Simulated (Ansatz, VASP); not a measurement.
TiCo2 in VASP and in Ansatz

INCAR

```
PREC = Accurate
ENCUT = 520
EDIFF = 1E-6
ISMEAR = 0
SIGMA = 0.1
LREAL = F
LASPH = T
NELM = 80
ALGO = Fast
ISIF = 2
LWAVE = F
LCHARG = T
GGA = PS
LELF = T
LVHAR = T
NBANDS = 39
```

The input KPOINTS:

```
Automatic mesh
0
Gamma
  10 10 10
```

Contents of POSCAR:

```
TiCo2
1.0
    0.0000000000      3.3087593238      3.3087593238
    3.3087593238      0.0000000000      3.3087593238
    3.3087593238      3.3087593238      0.0000000000
Ti Co
2 4
Direct
    0.5000000000      0.5000000000      0.5000000000
    0.7500000000      0.7500000000      0.7500000000
    0.1250000000      0.1250000000      0.1250000000
    0.6250000000      0.1250000000      0.1250000000
    0.1250000000      0.1250000000      0.6250000000
    0.1250000000      0.6250000000      0.1250000000
```

Input for Ansatz:

```yaml
crystal:
  lattice:
    - [0.0, 3.3087592262, 3.3087592262]
    - [3.3087592262, 0.0, 3.3087592262]
    - [3.3087592262, 3.3087592262, 0.0]
  atoms:
    - { symbol: Ti, position: [0.5, 0.5, 0.5] }
    - { symbol: Ti, position: [0.75, 0.75, 0.75] }
    - { symbol: Co, position: [0.125, 0.125, 0.125] }
    - { symbol: Co, position: [0.625, 0.125, 0.125] }
    - { symbol: Co, position: [0.125, 0.125, 0.625] }
    - { symbol: Co, position: [0.125, 0.625, 0.125] }
basis:
  ecutwfc: 420
kpoints:
  mp_grid: { grid: [10, 10, 10] }
hamiltonian:
  xc: pbesol
scf:
  occupations: { method: gaussian, width: 0.1 }
output:
  forces: true
  stress: true
  eigenvalues: true
```

Alike in both runs: task single point; functional PBEsol; k mesh 10 × 10 × 10; occupations gaussian, width 0.1 eV; no spin polarisation.

|  | VASP | Ansatz |
| --- | --- | --- |
| version | VASP 6.6.1 | Ansatz 0.2.0 |
| potentials or method | VASP PAW PBE potentials, release 64 (Ti_sv, Co), cutoff 520 eV | scalar-relativistic, plane waves, PAW |
| valence electrons in the cell | 60 | 92 |

Ansatz gave:

| Item | Value |
| --- | --- |
| gap on the k mesh at the Fermi level (eV) | none |
| pressure (GPa) | -6.4 |

Q: Estimate VASP's values.

A: gap on the k mesh at the Fermi level (eV): none; pressure (GPa): -6.9.

VASP's potentials were made for PBE, not for PBEsol. A gap of «none» marks a metal or a gap that the smearing closes. VASP's potentials hold 60 valence electrons a cell and Ansatz's 92, so a difference there can come from the potentials and not from the codes.
